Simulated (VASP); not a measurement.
# TiB2 (P6/mmm) in VASP: notebook

TiB2 is run at these levels: PBEsol; tasks: single point, relaxation of cell and atoms.

Program: VASP 6.6.1. These are calculated values, not measurements. Logs are shortened: lines on timing, memory, paths and dates and some standing lists are left out, and cuts for length are marked.

### 1 The cell of the first run

It takes space group P6/mmm (No. 191, hexagonal). The conventional cell has a = 3.018 Å, b = 3.018 Å, c = 3.185 Å, α = 90.00°, β = 90.00°, γ = 120.00°. Ti (site symmetry 6/mmm) has 12 B at 2.36 Å and 8 Ti at 3.02 to 3.18 Å within 3.2 Å. Within 2.4 Å of B (site symmetry -6m2) lie 3 B at 1.74 Å and 6 Ti at 2.36 Å.

### 2 Single point, PBEsol

INCAR

```
SYSTEM = TiB2
PREC = Accurate ; ENCUT = 520
EDIFF = 1E-7 ; ISMEAR = 0
SIGMA = 0.1 ; LREAL = .FALSE.
LASPH = .TRUE. ; NELM = 80
ALGO = Normal ; ISIF = 2
LWAVE = .FALSE. ; LCHARG = .TRUE.
GGA = PS ; LELF = .TRUE.
LVHAR = .TRUE. ; NBANDS = 16
```

KPOINTS

```
regular mesh
0
G
  15 15 14
  0 0 0
```

POSCAR

```
TiB2
1.0
    3.0176092571      0.0000000000      0.0000000000
   -1.5088046286      2.6133262754      0.0000000000
    0.0000000000      0.0000000000      3.1846981761
Ti B
1 2
Direct
    0.0000000000      0.0000000000      0.0000000000
    0.3333333333      0.6666666667      0.5000000000
    0.6666666667      0.3333333333      0.5000000000
```

Potentials or basis: VASP PAW PBE potentials, release 64 (Ti_sv, B).

The run is started by

```bash
> cat potpaw_PBE.64/Ti_sv/POTCAR potpaw_PBE.64/B/POTCAR > POTCAR
> mpirun -np 1 vasp_std > vasp.out
```

OUTCAR:

```text
SYSTEM = TiB2
   PREC = Accurate
   ENCUT = 520
   EDIFF = 1E-7
   ISMEAR = 0
   LREAL = .FALSE.
   LASPH = .TRUE.
   NELM = 80
   ISIF = 2
   GGA = PS

 ion  position               nearest neighbor table
   1  0.000  0.000  0.000-   2 2.36   3 2.36   2 2.36   3 2.36   3 2.36   3 2.36   2 2.36   2 2.36
                             3 2.36   3 2.36   2 2.36   2 2.36
   2  0.333  0.667  0.500-   3 1.74   3 1.74   3 1.74   1 2.36   1 2.36   1 2.36   1 2.36   1 2.36
                             1 2.36
   3  0.667  0.333  0.500-   2 1.74   2 1.74   2 1.74   1 2.36   1 2.36   1 2.36   1 2.36   1 2.36
                             1 2.36

  LATTYP: Found a hexagonal cell.
 ALAT       =     3.0176092571
 C/A-ratio  =     1.0553712906

  Lattice vectors:

 A1 = (   3.0176092571,   0.0000000000,   0.0000000000)
 A2 = (  -1.5088046286,   2.6133262754,   0.0000000000)
 A3 = (   0.0000000000,   0.0000000000,   3.1846981761)

Analysis of symmetry for initial positions (statically):
=====================================================================
 Subroutine PRICEL returns:
 Original cell was already a primitive cell.

 Routine SETGRP: Setting up the symmetry group for a
 hexagonal supercell.

 Subroutine GETGRP returns: Found 24 space group operations
 (whereof 24 operations were pure point group operations)
 out of a pool of 24 trial point group operations.

The static configuration has the point symmetry D_6h.

Analysis of symmetry for dynamics (positions and initial velocities):
=====================================================================
 Subroutine PRICEL returns:
 Original cell was already a primitive cell.

 Routine SETGRP: Setting up the symmetry group for a
 hexagonal supercell.

 Subroutine GETGRP returns: Found 24 space group operations
 (whereof 24 operations were pure point group operations)
 out of a pool of 24 trial point group operations.

The dynamic configuration has the point symmetry D_6h.

 Subroutine INISYM returns: Found 24 space group operations
 (whereof 24 operations are pure point group operations),
 and found     1 'primitive' translations

----------------------------------------------------------------------------------------

                                     Primitive cell

  volume of cell :      25.1145

  direct lattice vectors                    reciprocal lattice vectors
     3.017609257  0.000000000  0.000000000     0.331388167  0.191327047  0.000000000
    -1.508804629  2.613326275  0.000000000     0.000000000  0.382654095  0.000000000
     0.000000000  0.000000000  3.184698176     0.000000000  0.000000000  0.314001499

  length of vectors
     3.017609257  3.017609257  3.184698176     0.382654095  0.382654095  0.314001499

  position of ions in fractional coordinates (direct lattice)
     0.000000000  0.000000000  0.000000000
     0.333333333  0.666666667  0.500000000
     0.666666667  0.333333333  0.500000000

  ion indices of the primitive-cell ions
   primitive index   ion index
                 1           1
                 2           2
                 3           3

----------------------------------------------------------------------------------------

 KPOINTS: regular mesh

Automatic generation of k-mesh.
 Grid dimensions read from file:
 generate k-points for:   15   15   14

 Generating k-lattice:

  Cartesian coordinates                     Fractional coordinates (reciprocal lattice)
     0.022092544  0.012755136  0.000000000     0.066666667  0.000000000  0.000000000
     0.000000000  0.025510273  0.000000000     0.000000000  0.066666667  0.000000000
     0.000000000  0.000000000  0.022428678     0.000000000  0.000000000  0.071428571

  Length of vectors
     0.025510273  0.025510273  0.022428678

  Shift w.r.t. Gamma in fractional coordinates (k-lattice)
     0.000000000  0.000000000  0.000000000

 Subroutine IBZKPT returns following result:
 ===========================================

 Found    216 irreducible k-points:

 Following reciprocal coordinates:
            Coordinates               Weight
  0.000000  0.000000  0.000000      1.000000
  0.066667  0.000000  0.000000      6.000000
  0.133333 -0.000000  0.000000      6.000000
  0.200000 -0.000000  0.000000      6.000000
  0.266667 -0.000000  0.000000      6.000000
  0.333333  0.000000  0.000000      6.000000
[... 16 lines left out ...]
  0.333333  0.200000  0.000000     12.000000
  0.400000  0.200000  0.000000      6.000000
 [... further k-points ...]
   k-points           NKPTS =    216   k-points in BZ     NKDIM =    216   number of bands    NBANDS=     16
   number of dos      NEDOS =    301   number of ions     NIONS =      3
   total plane-waves  NPLWV =  13824
   dimension x,y,z NGX =    24 NGY =   24 NGZ =   24
   dimension x,y,z NGXF=    48 NGYF=   48 NGZF=   48
   ions per type =               1   2
   NGX,Y,Z   is equivalent  to a cutoff of  13.22, 13.22, 12.53 a.u.
   NGXF,Y,Z  is equivalent  to a cutoff of  26.44, 26.44, 25.06 a.u.
 SYSTEM =  TiB2
   PREC   = accura    normal or accurate (medium, high low for compatibility)
   ISTART =      0    job   : 0-new  1-cont  2-samecut
   ICHARG =      2    charge: 1-file 2-atom 10-const
   ISPIN  =      1    spin polarized calculation?
   LNONCOLLINEAR =      F non collinear calculations
   LSORBIT =      F    spin-orbit coupling
   LASPH  =      T    aspherical Exc in radial PAW
   ENCUT  =  520.0 eV  38.22 Ry    6.18 a.u.   5.61  5.61  5.92*2*pi/ulx,y,z
   NELM   =     80;   NELMIN=  2; NELMDL= -5     # of ELM steps
   EDIFF  = 0.1E-06   stopping-criterion for ELM
   LREAL  =      F    real-space projection
   EDIFFG = 0.1E-05   stopping-criterion for IOM
   NSW    =      0    number of steps for IOM
   IBRION =     -1    ionic relax: 0-MD 1-quasi-New 2-CG
   NFREE  =      0    steps in history (QN), initial steepest desc. (CG)
   ISIF   =      2    stress and relaxation
   ISYM   =      2    0-nonsym 1-usesym 2-fastsym
   POTIM  = 0.5000    time-step for ionic-motion
   TEBEG  =    0.0;   TEEND  =   0.0 temperature during run
   PSTRESS=    0.0 pullay stress
   NELECT =      18.0000    total number of electrons
   NUPDOWN=      -1.0000    fix difference up-down
   EMIN   =  10.00;   EMAX   =-10.00  energy-range for DOS
   EFERMI =   0.00;   METHOD = LEGACY
   ISMEAR =     0;   SIGMA  =   0.10  broadening in eV -4-tet -1-fermi 0-gaus
   EFERMI_NEDOS =   21; number of points for ismear=-14 and -15
   IALGO  =     38    algorithm
   IMIX   =      4    mixing-type and parameters
     AMIX     =   0.40;   BMIX     =  1.00
     AMIX_MAG =   1.60;   BMIX_MAG =  1.00
  volume/ion in A,a.u.               =       8.37        56.49
  Fermi-wavevector in a.u.,A,eV,Ry     =   1.465067  2.768574 29.203818  2.146420
  Thomas-Fermi vector in A             =   2.580968
   LORBIT       =      0    0 simple, 1 ext, 2 COOP (PROOUT), +10 PAW based schemes
   GGA     = PS    functional components
   LHFCALC =     F    Hartree Fock is set to
   AEXX    =    0.0000 exact exchange contribution
   IVDW    =     0    specifies the selected vdW correction
   LEPSILON=     F    determine dielectric tensor
   LRPA    =     F    only Hartree local field effects (RPA)
 non-spin polarized calculation
 Gauss-broadening in eV      SIGMA  =   0.10
  energy-cutoff  :      520.00
  volume of cell :       25.11
 maximum number of plane-waves:       696
 NGX is ok and might be reduce to    24
   NGX = 11   NGY = 11   NGZ = 11

 number of electron      17.9999998 magnetization

 Free energy of the ion-electron system (eV)
  ---------------------------------------------------
  ext. energy  EPLUGINS =         0.00000000
  ---------------------------------------------------
  free energy    TOTEN  =       -25.79307152 eV

  energy without entropy =      -25.79123046  energy(sigma->0) =      -25.79215099

 E-fermi :  10.1610     XC(G=0): -12.9771

 val. band max:       10.1599969228   @ k =   0.2000   0.2000   0.1429
 cond. band min:      10.1714411934   @ k =   0.0000   0.0000   0.3571
 fundamental gap:      0.0114442706
 Fermi energy:        10.1610305269

 k-point     1 :       0.0000    0.0000    0.0000
  band No.  band energies     occupation
      1     -46.4918      2.00000
      2     -22.9507      2.00000
      3     -22.6290      2.00000
      4     -22.6290      2.00000
      5      -3.4311      2.00000
      6       7.4379      2.00000
[... 8 lines left out ...]
     15      15.9237      0.00000
     16      17.1438      0.00000

 k-point     2 :       0.0667    0.0000    0.0000
  band No.  band energies     occupation
      1     -46.4893      2.00000
      2     -22.9475      2.00000
      3     -22.6484      2.00000
      4     -22.6334      2.00000
      5      -3.3442      2.00000
      6       7.1909      2.00000
[... 8 lines left out ...]
     15      16.4997      0.00000
     16      17.4144      0.00000

 k-point     3 :       0.1333   -0.0000    0.0000
  band No.  band energies     occupation
      1     -46.4821      2.00000
      2     -22.9384      2.00000
      3     -22.7030      2.00000
      4     -22.6457      2.00000
      5      -3.0869      2.00000
      6       6.5227      2.00000
[... 8 lines left out ...]
     15      17.7110      0.00000
     16      18.2323      0.00000

 k-point     4 :       0.2000   -0.0000    0.0000
  band No.  band energies     occupation
      1     -46.4714      2.00000
      2     -22.9250      2.00000
      3     -22.7825      2.00000
      4     -22.6639      2.00000
      5      -2.6688      2.00000
      6       5.5939      2.00000
[... 8 lines left out ...]
     15      18.1445      0.00000
     16      19.2020      0.00000

 k-point     5 :       0.2667   -0.0000    0.0000
  band No.  band energies     occupation
      1     -46.4592      2.00000
      2     -22.9096      2.00000
      3     -22.8727      2.00000
      4     -22.6847      2.00000
      5      -2.1042      2.00000
      6       4.5392      2.00000
[... 8 lines left out ...]
     15      17.6069      0.00000
     16      19.6076      0.00000

 k-point     6 :       0.3333    0.0000    0.0000
  band No.  band energies     occupation
      1     -46.4474      2.00000
      2     -22.9578      2.00000
      3     -22.8949      2.00000
      4     -22.7044      2.00000
      5      -1.4093      2.00000
      6       3.4423      2.00000
[... 8 lines left out ...]
     15      17.7575      0.00000
     16      19.3241      0.00000
[... 267 lines left out ...]
 k-point    21 :       0.2000    0.2000    0.0000
  band No.  band energies     occupation
      1     -46.4446      2.00000
      2     -22.9386      2.00000
      3     -22.8913      2.00000
      4     -22.7501      2.00000
      5      -1.2506      2.00000
      6       3.8971      2.00000
[... 8 lines left out ...]
     15      18.8676      0.00000
     16      19.9664      0.00000

 k-point    22 :       0.2667    0.2000    0.0000
  band No.  band energies     occupation
      1     -46.4359      2.00000
      2     -22.9785      2.00000
      3     -22.8804      2.00000
      4     -22.7877      2.00000
      5      -0.5130      2.00000
      6       3.1285      2.00000
[... 8 lines left out ...]
     15      18.9734      0.00000
     16      20.2143      0.00000

 k-point    23 :       0.3333    0.2000    0.0000
  band No.  band energies     occupation
      1     -46.4300      2.00000
      2     -23.0034      2.00000
      3     -22.8731      2.00000
      4     -22.8151      2.00000
      5       0.3282      2.00000
      6       2.2076      2.00000
[... 8 lines left out ...]
     15      19.0683      0.00000
     16      20.2842      0.00000

 k-point    24 :       0.4000    0.2000    0.0000
  band No.  band energies     occupation
      1     -46.4279      2.00000
      2     -23.0117      2.00000
      3     -22.8704      2.00000
      4     -22.8252      2.00000
      5       1.2289      2.00000
      6       1.2679      2.00000
[... 8 lines left out ...]
     15      19.1243      0.00000
     16      20.3037      0.00000

 [... further k-points ...]

------------------------ aborting loop because EDIFF is reached ----------------------------------------

  FORCE on cell =-STRESS in cart. coord.  units (eV):
  Direction    XX          YY          ZZ          XY          YZ          ZX
  --------------------------------------------------------------------------------------
  -------------------------------------------------------------------------------------
  Total        0.0575043      0.0575043      0.0387572     -0.0000000      0.0000000     -0.0000000
  in kB        3.6684784      3.6684784      2.4725111     -0.0000000      0.0000000     -0.0000000
  external PRESSURE =       3.2698226 kB  Pullay stress =       0.0000000 kB

 VOLUME and BASIS-vectors are now :
 -----------------------------------------------------------------------------
  energy-cutoff  :      520.00
  volume of cell :       25.11
      direct lattice vectors                 reciprocal lattice vectors
     3.017609257  0.000000000  0.000000000     0.331388167  0.191327047  0.000000000
    -1.508804629  2.613326275  0.000000000     0.000000000  0.382654095  0.000000000
     0.000000000  0.000000000  3.184698176     0.000000000  0.000000000  0.314001499

 POSITION                                       TOTAL-FORCE (eV/Angst)
 -----------------------------------------------------------------------------------
      0.00000      0.00000      0.00000         0.000000      0.000000      0.000000
     -0.00000      1.74222      1.59235        -0.000000     -0.000000      0.000000
      1.50880      0.87111      1.59235         0.000000      0.000000      0.000000
 -----------------------------------------------------------------------------------
    total drift:                               -0.000000      0.000000      0.000000

  FREE ENERGIE OF THE ION-ELECTRON SYSTEM (eV)
  ---------------------------------------------------
  free  energy   TOTEN  =       -25.7930715200 eV

  energy  without entropy=      -25.7912304649  energy(sigma->0) =      -25.79215099
```

Wall time 55 s (1 thread of Intel Xeon Platinum 8259CL at 2.50GHz (Skylake/Cascade Lake), shared host); peak memory 0.2 GiB.

What came out:

```
Free energy            : -25.7931 eV
Pressure               : 0.3 GPa
Band gap on the k mesh : zero (bands 9 and 10 overlap by 0.63 eV)
```

Caveat: the PAW data sets were made with another functional, which shifts forces and pressure a little.

### 3 Relaxation of cell and atoms, PBEsol

This run uses another cell than the first one, of 8.55 Å³/atom.

INCAR

```
  PREC = Accurate
  ENCUT = 600
  EDIFF = 1E-6
  ISMEAR = 0
  SIGMA = 0.1
  LREAL = False
  LASPH = True
  NELM = 80
  ALGO = Normal
  ISIF = 3
  LWAVE = False
  LCHARG = False
  GGA = PS
  IBRION = 2
  NSW = 70
  EDIFFG = -0.005
```

KPOINTS

```
Automatic mesh
0
Gamma
  15 15 14
```

POSCAR

```
TiB2
1.0
    3.0321013830      0.0000000000      0.0000000000
   -1.5160506915      2.6258768246      0.0000000000
    0.0000000000      0.0000000000      3.2234109036
Ti B
1 2
Direct
    0.0000000000      0.0000000000      0.0000000000
    0.3333333333      0.6666666667      0.5000000000
    0.6666666667      0.3333333333      0.5000000000
```

Potentials or basis: VASP PAW PBE potentials, release 64 (Ti_sv, B).

The run is started by

```bash
> cat potpaw_PBE.64/Ti_sv/POTCAR potpaw_PBE.64/B/POTCAR > POTCAR
> mpirun -np 1 vasp_std > vasp.out
```

Wall time 2.5 min (1 thread of Intel Xeon Platinum 8259CL at 2.50GHz (Skylake/Cascade Lake), shared host); peak memory 0.23 GiB.

Results (log left out):

```yaml
Free_energy: -25.7955 eV
Relaxed_volume: 8.38 Å³/atom
Relaxed_cell: a = 3.019 Å, b = 3.019 Å, c = 3.186 Å, α = 90.00°, β = 90.00°, γ = 120.00°
Space_group_after_relaxing_to_0.1_Å: P6/mmm (No. 191)
Energy_gained_by_relaxing: 3.0 meV/atom
Ionic_steps: 4
Pressure_after_relaxing: 0.0 GPa
Band_gap_on_the_k_mesh: zero (bands 9 and 10 overlap by 0.63 eV)
```

Step by step:
| step | energy change (eV) | largest force (eV/Å) | pressure (GPa) | volume (Å³) |
| --- | --- | --- | --- | --- |
| 1 | 0.0000 | 0.0000 | -5.01 | 25.66 |
| 2 | -0.0016 | 0.0000 | 5.17 | 24.68 |
| 3 | -0.0086 | 0.0000 | 0.19 | 25.14 |
| 4 | -0.0091 | 0.0000 | 0.01 | 25.14 |

Final structure:
```yaml
crystal:
  lattice:
    - [3.01879, 0.00000, 0.00000]
    - [-1.50940, 2.61435, 0.00000]
    - [0.00000, 0.00000, 3.18566]
  atoms:
    - { symbol: Ti, position: [0.00000, 0.00000, 0.00000] }
    - { symbol: B, position: [0.33333, 0.66667, 0.50000] }
    - { symbol: B, position: [0.66667, 0.33333, 0.50000] }
```

Levels at points of the mesh, in eV from the Fermi level:
```
           k point  band 6  band 7  band 8  band 9  band 10  band 11  band 12  band 13
(0.00, 0.00, 0.00)   -2.72   -2.72   -2.22   -2.19     1.94     1.94     3.82     3.82
(0.00, 0.00, 0.50)   -7.71   -0.58   -0.58   -0.27    -0.27     0.42     0.42     1.79
```

Caveat: the PAW data sets were made with another functional, which shifts forces and pressure a little.
